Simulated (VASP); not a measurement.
## ReS2: single point with LDA

The system is ReS2, a sheet with vacuum.

```
Re S
1.0
     6.29356   -0.00700    0.00000
     3.08439    5.60601    0.00000
     0.00000    0.00000   23.00000
Re S
8 16
Direct
  0.13255 0.18571 0.36556
  0.25539 0.56031 0.37034
  0.70605 0.15838 0.36724
  0.68188 0.58736 0.36858
  0.94471 0.57149 0.62966
  0.06755 0.94608 0.63444
  0.51822 0.54444 0.63142
  0.49405 0.97341 0.63276
  0.87790 0.77684 0.31695
  0.33892 0.80857 0.30975
  0.04908 0.93740 0.42618
  0.00999 0.47796 0.43563
  0.51004 0.96900 0.41885
  0.83855 0.31499 0.29252
  0.54998 0.42977 0.44335
  0.37802 0.26795 0.30022
  0.69007 0.16279 0.58115
  0.15102 0.19439 0.57382
  0.86118 0.32322 0.69025
  0.82208 0.86384 0.69978
  0.32220 0.35496 0.68305
  0.65012 0.70202 0.55665
  0.36155 0.81680 0.70748
  0.19011 0.65383 0.56437
```

```yaml
Program: VASP 6.6.1
Task: single point
Functional: LDA
Potentials_or_basis: VASP PAW LDA potentials, release 64 (Re, S)
Cutoff: 520 eV
k_mesh: 4 × 4 × 1
Occupations: gaussian, width 0.01 eV
Spin: no spin polarisation
```

```json
{
  "Largest force": "0.167 eV/Å",
  "Band gap on the k mesh": "1.39 eV"
}
```

Forces in eV/Å, atoms in the order of the input:
```
Re   0.021 -0.023 -0.017
Re  -0.019  0.022  0.011
Re  -0.012 -0.048 -0.005
Re   0.012  0.045  0.012
Re   0.019 -0.022 -0.011
Re  -0.021  0.023  0.017
Re  -0.012 -0.045 -0.012
Re   0.012  0.048  0.005
S    0.005  0.009 -0.069
S   -0.004  0.046 -0.091
S    0.004 -0.046  0.091
S    0.001  0.033  0.130
S   -0.006 -0.010  0.072
S    0.002  0.001 -0.166
S   -0.001  0.000  0.167
S   -0.004 -0.033 -0.129
S    0.006  0.010 -0.072
S   -0.004  0.046 -0.091
S    0.004 -0.046  0.091
S    0.004  0.033  0.129
S   -0.005 -0.009  0.069
S    0.001  0.000 -0.167
S   -0.002 -0.001  0.166
S   -0.001 -0.033 -0.130
```

Levels at points of the mesh, in eV from the valence-band top:
| k point | band 74 | band 75 | band 76 | band 77 | band 78 | band 79 |
| --- | --- | --- | --- | --- | --- | --- |
| (0.00, 0.00, 0.00) | -0.22 | -0.08 | 0.00 | 1.39 | 1.48 | 2.04 |
| (0.50, 0.00, 0.00) | -0.46 | -0.37 | -0.33 | 1.61 | 1.77 | 1.96 |
| (0.00, 0.50, 0.00) | -0.31 | -0.17 | -0.12 | 1.66 | 1.71 | 1.86 |
| (0.50, 0.50, 0.00) | -0.45 | -0.38 | -0.38 | 1.67 | 1.72 | 1.81 |

Wall time 55 min on 1 thread of Intel(R) Xeon(R) Platinum 8488C (Sapphire Rapids), with other jobs on the host, peak memory 0.83 GiB.

Caveat: spin-orbit coupling is left out, which moves the levels of the heavy elements.
